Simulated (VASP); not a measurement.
Ti: single point with PBE

Slab: Ti, a slab with vacuum.

```
Ti
1.0
     2.95000    0.00000    0.00000
    -1.47500    2.55477    0.00000
     0.00000    0.00000   29.37200
Ti
5
Direct
  0.33333 0.66667 0.34046
  0.66667 0.33333 0.42023
  0.33333 0.66667 0.49926
  0.66667 0.33333 0.58031
  0.33333 0.66667 0.65353
```

```yaml
Program: VASP 6.6.1
Task: single point
Functional: PBE
Potentials_or_basis: VASP PAW PBE potentials, release 64 (Ti_sv)
Cutoff: 520 eV
k_mesh: 12 × 12 × 1
Occupations: gaussian, width 0.1 eV
Spin: no spin polarisation
```

* Largest force: 0.655 eV/Å
* Band gap on the k mesh: zero (band 30 reaches 1.29 eV, above the bottom of band 31 at 0.34 eV)

Forces on the atoms (eV/Å):
```
Ti   0.000  0.000  0.639
Ti   0.000  0.000 -0.655
Ti   0.000  0.000  0.010
Ti   0.000  0.000  0.025
Ti   0.000  0.000 -0.019
```

Levels at points of the mesh, in eV from the Fermi level:
| k point | band 27 | band 28 | band 29 | band 30 | band 31 | band 32 | band 33 | band 34 |
| --- | --- | --- | --- | --- | --- | --- | --- | --- |
| (0.00, 0.00, 0.00) | -0.05 | 0.29 | 0.49 | 0.61 | 0.61 | 0.66 | 0.66 | 0.69 |
| (0.50, 0.00, 0.00) | -1.09 | -0.92 | -0.78 | 0.19 | 0.40 | 0.60 | 0.98 | 1.00 |

It took 9.7 min on 1 thread of AMD EPYC 7R43 64-Core Processor (Zen 3), on a shared host, peak memory 0.35 GiB.
